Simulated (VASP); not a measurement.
Here is a VASP 6.6.1 calculation.

The input INCAR:

```
SYSTEM = GaP
PREC     = Accurate       ! precision mode
ENCUT    = 500            ! plane-wave cutoff, eV
EDIFF    = 1E-6           ! SCF threshold, eV
ISMEAR   = 0              ! smearing method
SIGMA    = 0.05           ! smearing width, eV
LREAL    = .FALSE.        ! projectors in reciprocal space
LASPH    = .TRUE.         ! aspherical terms in the spheres
NELM     = 120            ! most SCF steps
ALGO     = Normal         ! electronic algorithm
ISIF     = 2              ! what is computed and relaxed
LWAVE    = .FALSE.        ! write WAVECAR
LCHARG   = .FALSE.        ! write CHGCAR
GGA      = PE             ! functional
NBANDS   = 16             ! bands
GGA_COMPAT= .FALSE.
```

The input KPOINTS:

```
regular mesh
0
G
  6 6 6
  0 0 0
```

POSCAR

```
GaP
1.0
    0.0000000000      2.7252500000      2.6571187500
    2.7252500000      0.0000000000      2.6571187500
    2.7252500000      2.7252500000      0.0000000000
Ga P
1 1
Direct
    0.0000000000      0.0000000000      0.0000000000
    0.2500000000      0.2500000000      0.2500000000
```

Potentials or basis: VASP PAW PBE potentials, release 64 (Ga_d, P).

Command:

```sh
$ cat potpaw_PBE.64/Ga_d/POTCAR potpaw_PBE.64/P/POTCAR > POTCAR
$ mpirun -np 1 vasp_std > vasp.out
```

Problem. What does it give for the pressure?

Solution. 4.8 GPa.

Problem. Predict the band gap on the k mesh.

Solution. 1.39 eV, indirect (least direct gap 1.94 eV).

Stress tensor (GPa, compression positive):
```
4.18 0.00 0.00
0.00 4.18 0.00
0.00 0.00 5.95
```

A k mesh can miss the band edges. As with any semilocal functional, this PBE gap is likely too small.
